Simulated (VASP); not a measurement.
# Os (P6_3/mmc) in VASP: further runs, part 2 of 2

VASP 6.6.1. Earlier steps stand in the parts before.

## Step 5: Single point, SVWN5

The input, INCAR:

```
PREC = Accurate
ENCUT = 560
EDIFF = 1E-6
ISMEAR = -1
SIGMA = 0.05
LREAL = False
LASPH = True
NELM = 120
ALGO = Normal
ISIF = 2
LWAVE = False
LCHARG = True
GGA = VW
LELF = True
LVHAR = True
NBANDS = 23
GGA_COMPAT = False
```

The input, KPOINTS:

```
Automatic mesh
0
Gamma
  11 11 6
```

The input, POSCAR:

```
Os
1.0
    2.7522071502      0.0000000000      0.0000000000
   -1.3761035751      2.3834813086      0.0000000000
    0.0000000000      0.0000000000      4.3483081185
Os
2
Direct
    0.6666666667      0.3333333333      0.7500000000
    0.3333333333      0.6666666667      0.2500000000
```

Potentials or basis: VASP PAW PBE potentials, release 64 (Os_sv_GW).

Run with:

```console
cat potpaw_PBE.64/Os_sv_GW/POTCAR > POTCAR
mpirun -np 1 vasp_std > vasp.out
```

OUTCAR:

```text
PREC = Accurate
   ENCUT = 560
   EDIFF = 1E-6
   ISMEAR = -1
   LREAL = False
   LASPH = True
   NELM = 120
   ISIF = 2
   GGA = VW

 ion  position               nearest neighbor table
   1  0.667  0.333  0.750-   2 2.69   2 2.69   2 2.69   2 2.69   2 2.69   2 2.69
   2  0.333  0.667  0.250-   1 2.69   1 2.69   1 2.69   1 2.69   1 2.69   1 2.69

  LATTYP: Found a hexagonal cell.
 ALAT       =     2.7522071502
 C/A-ratio  =     1.5799348963

  Lattice vectors:

[... 811 lines left out ...]
 [... further k-points ...]

------------------------ aborting loop because EDIFF is reached ----------------------------------------

  FORCE on cell =-STRESS in cart. coord.  units (eV):
  Direction    XX          YY          ZZ          XY          YZ          ZX
  --------------------------------------------------------------------------------------
  -------------------------------------------------------------------------------------
  Total       -3.1746858     -3.1746858     -3.3622449      0.0000000      0.0000000      0.0000000
  in kB     -178.3192212   -178.3192212   -188.8542419      0.0000000      0.0000000      0.0000000
  external PRESSURE =    -181.8308948 kB  Pullay stress =       0.0000000 kB

 VOLUME and BASIS-vectors are now :
 -----------------------------------------------------------------------------
  energy-cutoff  :      560.00
  volume of cell :       28.52
      direct lattice vectors                 reciprocal lattice vectors
     2.752207150  0.000000000  0.000000000     0.363344743  0.209777185  0.000000000
    -1.376103575  2.383481309  0.000000000     0.000000000  0.419554370  0.000000000
     0.000000000  0.000000000  4.348308119     0.000000000  0.000000000  0.229974503

 POSITION                                       TOTAL-FORCE (eV/Angst)
 -----------------------------------------------------------------------------------
      1.37610      0.79449      3.26123        -0.000000      0.000000      0.000000
     -0.00000      1.58899      1.08708         0.000000     -0.000000      0.000000
 -----------------------------------------------------------------------------------
    total drift:                                0.000000     -0.000000      0.000000

  FREE ENERGIE OF THE ION-ELECTRON SYSTEM (eV)
  ---------------------------------------------------
  free  energy   TOTEN  =       -27.7143717271 eV

  energy  without entropy=      -27.7006852875  energy(sigma->0) =      -27.70752851
```

OSZICAR:

```text
N       E                     dE             d eps       ncg     rms          rms(c)
DAV:   1     0.320834445730E+03    0.32083E+03   -0.23656E+04  3040   0.157E+03
DAV:   2    -0.203496919003E+02   -0.34118E+03   -0.32631E+03  3584   0.478E+02
DAV:   3    -0.303775052185E+02   -0.10028E+02   -0.99622E+01  3616   0.797E+01
DAV:   4    -0.304143257306E+02   -0.36821E-01   -0.36814E-01  3217   0.544E+00
DAV:   5    -0.304144545962E+02   -0.12887E-03   -0.12886E-03  3652   0.291E-01    0.127E+02
DAV:   6    -0.280300027349E+02    0.23845E+01   -0.37589E+00  3259   0.141E+01    0.679E+01
DAV:   7    -0.277583730508E+02    0.27163E+00   -0.16028E+00  3567   0.852E+00    0.127E+01
DAV:   8    -0.277152388884E+02    0.43134E-01   -0.15570E-01  3175   0.345E+00    0.978E-01
DAV:   9    -0.277145416700E+02    0.69722E-03   -0.32694E-03  3553   0.409E-01    0.626E-01
DAV:  10    -0.277143713151E+02    0.17035E-03   -0.31772E-04  3154   0.198E-01    0.436E-01
DAV:  11    -0.277143717271E+02   -0.41199E-06   -0.34789E-06  3552   0.188E-02
   1 F= -.27714372E+02 E0= -.27707529E+02  d E =-.136864E-01
```

stdout:

```text
POSCAR found type information on POSCAR Os
 POSCAR found :  1 types and       2 ions
 scaLAPACK will be used
 -----------------------------------------------------------------------------
|                                                                             |
|                                                                             |
|     You enforced a specific xc type in the INCAR file but a different       |
|     I HOPE YOU KNOW WHAT YOU ARE DOING!                                     |
|                                                                             |
 -----------------------------------------------------------------------------

 LDA part: xc-table for (Slater(with rela. corr.)+VWN5), standard interpolation
 POSCAR, INCAR and KPOINTS ok, starting setup
 FFT: planning ... GRIDC
 FFT: planning ... GRID_SOFT
 FFT: planning ... GRID
 WAVECAR not read
 entering main loop
```

It took 28 s on 1 thread of Intel Xeon 6975P-C (Granite Rapids), shared host; peak memory 0.17 GiB.

Results:

| Quantity | Value |
| --- | --- |
| Free energy | -27.7144 eV |
| Pressure | -18.2 GPa |
| Band gap on the k mesh | zero (bands 16 and 17 overlap by 3.78 eV) |

Levels at points of the mesh, in eV from the Fermi level:
```
           k point  band 14  band 15  band 16  band 17  band 18  band 19
(0.00, 0.00, 0.00)    -2.11    -2.11    -1.47    -1.47     0.14     1.69
(0.00, 0.00, 0.50)    -3.11    -3.11    -3.11     0.92     0.92     0.92
```

Caveat: the cell stands under tension; the PAW data sets were made with another functional, which shifts forces and pressure a little; spin-orbit coupling is left out, which moves the levels of the heavy elements.

## Step 6: Summary

| level | potentials or basis | cell | k mesh | cutoff (eV) | grid for exact exchange (PRECFOCK) | share of exact exchange | gap on the mesh (eV) | pressure (GPa) |
| --- | --- | --- | --- | --- | --- | --- | --- | --- |
| PBEsol-based global hybrid with 25 % exact exchange | VASP PAW PBE potentials, release 64 (Os) | a = 2.752, b = 2.752, c = 4.348 Å, angles 90.0, 90.0, 120.0°, 2 atoms | 6 × 6 × 3 | 520 | Normal | 0.25 | none | -19.2 |
| PBEsol-based global hybrid with 25 % exact exchange | VASP PAW PBE potentials, release 64 (Os) | a = 2.770, b = 2.770, c = 4.377 Å, angles 90.0, 90.0, 120.0°, 2 atoms | 6 × 6 × 3 | 520 | Normal | 0.25 | none | -26.3 |
| BLYP | VASP PAW PBE potentials, release 64 (Os_sv_GW) | a = 2.752, b = 2.752, c = 4.348 Å, angles 90.0, 90.0, 120.0°, 2 atoms | 11 × 11 × 6 | 560 | - | - | none | 17.3 |
| SVWN5 | VASP PAW PBE potentials, release 64 (Os_sv_GW) | a = 2.752, b = 2.752, c = 4.348 Å, angles 90.0, 90.0, 120.0°, 2 atoms | 11 × 11 × 6 | 560 | - | - | none | -18.2 |

Alike in all rows: task single point; no spin polarisation; smearing fermi-dirac 0.05 eV.

Caveats: some runs use coarse meshes; the PAW data sets were made with another functional, which shifts forces and pressure a little; spin-orbit coupling is left out, which moves the levels of the heavy elements; the cell stands under pressure (at least some runs); the cell stands under tension (at least some runs).

Total energies depend on the potentials used, so only differences within one code and one set of settings carry meaning.
